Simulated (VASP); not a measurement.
Sr: single point with PBE

Crystal: Sr.

```
Sr
1.0
    -2.61900    2.61900    2.42500
     2.61900   -2.61900    2.42500
     2.61900    2.61900   -2.42500
Sr
1
Cartesian
  0.0000 0.0000 0.0000
```

This cell differs from its parent crystal: strain +0.080 along x and y, +0.000 along z.

```json
{
 "Program": "VASP 6.6.1",
 "Task": "single point",
 "Functional": "PBE",
 "Potentials or basis": "VASP PAW PBE potentials, release 64 (Sr_sv)",
 "Cutoff": "520 eV",
 "k mesh": "14 × 14 × 14",
 "Occupations": "gaussian, width 0.15 eV",
 "Spin": "no spin polarisation",
 "Dipole correction": "no",
 "Further INCAR settings": "ALGO = Fast; EDIFF = 1e-06; NBANDS = 11"
}
```

```
Pressure               : -1.6 GPa
Band gap on the k mesh : zero (bands 5 and 6 overlap by 0.28 eV)
```

Levels at points of the mesh, in eV from the Fermi level:
```tsv
k point	band 1	band 2	band 3	band 4	band 5	band 6	band 7	band 8	band 9	band 10
(0.00, 0.00, 0.00)	-37.02	-18.93	-18.93	-18.93	-3.35	1.89	2.27	2.27	2.96	3.48
(0.50, 0.00, 0.00)	-37.02	-19.03	-18.96	-18.93	-0.85	0.09	1.06	3.06	3.79	4.56
(0.50, 0.50, 0.00)	-37.02	-19.03	-18.96	-18.92	-1.03	-0.10	1.47	2.74	3.46	4.51
(0.50, 0.50, 0.50)	-37.01	-19.00	-19.00	-18.99	0.01	0.12	2.63	2.63	3.59	4.22
```

It took 100 s on 1 thread of Intel(R) Xeon(R) Platinum 8488C (Sapphire Rapids), with other jobs on the host, peak memory 0.33 GiB.

Caveat: the cell differs from its parent crystal (strain +0.080 along x and y, +0.000 along z).
